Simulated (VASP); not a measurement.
Here is a VASP 6.6.1 calculation.

Contents of POSCAR:

```
GaP
1.0
    2.7388762500      2.7388762500      0.0000000000
   -2.7388762500      2.7388762500      0.0000000000
    0.0000000000      2.7388762500      2.7148932354
Ga P
1 1
Direct
    0.0000000000      0.0000000000      0.0000000000
    0.7500000000      0.2500000000      0.5000000000
```

File INCAR.step1:

```
ALGO     = Normal         # electronic algorithm
EDIFF    = 1E-4           # SCF threshold, eV
ENCUT    = 520            # plane-wave cutoff, eV
GGA      = PE             # functional
ISMEAR   = 0              # smearing method
LASPH    = T              # aspherical terms in the spheres
LCHARG   = F              # write CHGCAR
LREAL    = F              # projectors in reciprocal space
LWAVE    = T              # write WAVECAR
NBANDS   = 16             # bands
NELM     = 60             # most SCF steps
PREC     = Accurate       # precision mode
SIGMA    = 0.01           # smearing width, eV
```

File INCAR.step2:

```
ALGO     = Normal         # electronic algorithm
EDIFF    = 1E-6           # SCF threshold, eV
ENCUT    = 520            # plane-wave cutoff, eV
ISIF     = 2              # what is computed and relaxed
ISMEAR   = 0              # smearing method
ISTART   = 1            
LASPH    = T              # aspherical terms in the spheres
LCHARG   = F              # write CHGCAR
LMIXTAU  = T            
LREAL    = F              # projectors in reciprocal space
LWAVE    = F              # write WAVECAR
METAGGA  = R2SCAN         # meta-GGA
NBANDS   = 16             # bands
NELM     = 60             # most SCF steps
PREC     = Accurate       # precision mode
SIGMA    = 0.01           # smearing width, eV
```

KPOINTS

```
k-points
0
Gamma
  8 8 8
```

Potentials or basis: VASP PAW PBE potentials, release 64 (Ga_d, P).

Run with:

```console
$ cat potpaw_PBE.64/Ga_d/POTCAR potpaw_PBE.64/P/POTCAR > POTCAR
$ cp INCAR.step1 INCAR
$ mpirun -np 1 vasp_std > vasp.out
$ cp INCAR.step2 INCAR
$ mpirun -np 1 vasp_std > vasp.out
```

Problem. Estimate the band gap on the k mesh.

Solution. 1.82 eV, indirect (least direct gap 2.25 eV).

Problem. What does it give for the pressure?

Solution. -0.6 GPa.

Stress tensor (GPa, compression positive):
```
-0.82  0.00  0.00
 0.00 -0.82  0.00
 0.00  0.00 -0.13
```

Caveat: the cell differs from its parent crystal (film at in-plane strain +0.005); the PAW data sets were made with another functional, which shifts forces and pressure a little. A k mesh can miss the band edges.
